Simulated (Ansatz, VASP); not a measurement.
**One calculation of Au, two programs**

The input POSCAR:

```
Au
1.0
    1.4113099650     -2.5559330250      0.0000000000
    1.4113099650      2.5559330250      0.0000000000
    0.0000000000      0.0000000000      4.8931696100
Au
2
Direct
    0.6653279700      0.3346720300      0.2500000000
    0.3346720300      0.6653279700      0.7500000000
```

The input INCAR.step1:

```
SYSTEM = Au
PREC     = Accurate       ! precision mode
ENCUT    = 520            ! plane-wave cutoff, eV
ISMEAR   = 0              ! smearing method
SIGMA    = 0.1            ! smearing width, eV
LREAL    = .False.        ! projectors in reciprocal space
LASPH    = .True.         ! aspherical terms in the spheres
NELM     = 60             ! most SCF steps
NBANDS   = 18             ! bands
GGA      = PE             ! functional
ALGO     = Normal         ! electronic algorithm
EDIFF    = 1E-4           ! SCF threshold, eV
LWAVE    = .True.         ! write WAVECAR
LCHARG   = .False.        ! write CHGCAR
```

The input INCAR.step2:

```
SYSTEM = Au
PREC     = Accurate       ! precision mode
ENCUT    = 520            ! plane-wave cutoff, eV
EDIFF    = 1E-6           ! SCF threshold, eV
ISMEAR   = 0              ! smearing method
SIGMA    = 0.1            ! smearing width, eV
LREAL    = .False.        ! projectors in reciprocal space
LASPH    = .True.         ! aspherical terms in the spheres
NELM     = 60             ! most SCF steps
ALGO     = Normal         ! electronic algorithm
ISIF     = 2              ! what is computed and relaxed
LWAVE    = .False.        ! write WAVECAR
LCHARG   = .True.         ! write CHGCAR
METAGGA  = R2SCAN         ! meta-GGA
LMIXTAU  = .True.       
LELF     = .True.         ! ELF
LVHAR    = .True.       
NBANDS   = 18             ! bands
ISTART   = 1
```

KPOINTS

```
regular mesh
0
Gamma
  14 14 8
  0 0 0
```

Input for Ansatz:

```yaml
crystal:
  lattice:
    - [1.411309965, -2.555933025, 0.0]
    - [1.411309965, 2.555933025, 0.0]
    - [0.0, 0.0, 4.89316961]
  atoms:
    - { symbol: Au, position: [0.66532797, 0.33467203, 0.25] }
    - { symbol: Au, position: [0.33467203, 0.66532797, 0.75] }
basis:
  ecutwfc: 500
kpoints:
  mp_grid: { grid: [14, 14, 8] }
hamiltonian:
  xc: r2scan
scf:
  occupations: { method: gaussian, width: 0.1 }
output:
  forces: true
  stress: true
  eigenvalues: true
```

Alike in both runs: task single point; functional r2SCAN; k mesh 14 × 14 × 8; occupations gaussian, width 0.1 eV; no spin polarisation.

```csv
,VASP,Ansatz
version,VASP 6.6.1,Ansatz 0.2.0
potentials or method,"VASP PAW PBE potentials, release 64 (Au), cutoff 520 eV","scalar-relativistic, plane waves, PAW"
valence electrons in the cell,22,38
```

Ansatz gave:

```
gap on the k mesh at the Fermi level (eV)                     : none
pressure (GPa)                                                : -0.4
traceless stress, the component that is largest in VASP (GPa) : 0.55
rms of the force components (eV/Å)                            : 0.004
```

What did VASP give for the same quantities?

gap on the k mesh at the Fermi level (eV): none; pressure (GPa): -0.1; traceless stress, the component that is largest in VASP (GPa): 0.61; rms of the force components (eV/Å): 0.004.

VASP's potentials were made for PBE, not for r2SCAN. Atom by atom the forces differ by 0.000 eV/Å (rms over components). A gap of «none» marks a metal or a gap that the smearing closes. VASP's potentials hold 22 valence electrons a cell and Ansatz's 38, so a difference there can come from the potentials and not from the codes.

Neither program's run includes spin-orbit coupling.
